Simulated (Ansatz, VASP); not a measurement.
## Sr: VASP beside Ansatz

```
Sr
1.0
     4.19454    0.00000    0.00000
    -2.09727    3.63258    0.00000
     0.00000    0.00000    6.87853
Sr
2
Direct
  0.22207 0.66667 0.22838
  0.77793 0.33333 0.77162
```

Change from the starting cell: mode 4 frozen in at -0.467 Å and mode 6 at -0.149 Å (largest displacements).

Alike in both runs: task single point; functional PBEsol; k mesh 12 × 12 × 8; occupations gaussian, width 0.15 eV; no spin polarisation.

|  | VASP | Ansatz |
| --- | --- | --- |
| version | VASP 6.6.1 | Ansatz 0.2.0 |
| potentials or method | VASP PAW PBE potentials, release 64 (Sr_sv), cutoff 520 eV | scalar-relativistic, plane waves, PAW |
| valence electrons in the cell | 20 | 20 |

```tsv
	VASP	Ansatz	Ansatz less VASP
gap on the k mesh at the Fermi level (eV)	none	none	-
pressure (GPa)	0.2	0.2	-0.01
traceless stress, the component that is largest in VASP (GPa)	1.12	1.12	-0.004
rms of the force components (eV/Å)	0.378	0.376	-0.0016
```

VASP's potentials were made for PBE, not for PBEsol. Atom by atom the forces differ by 0.002 eV/Å (rms over components). A gap of «none» marks a metal or a gap that the smearing closes.
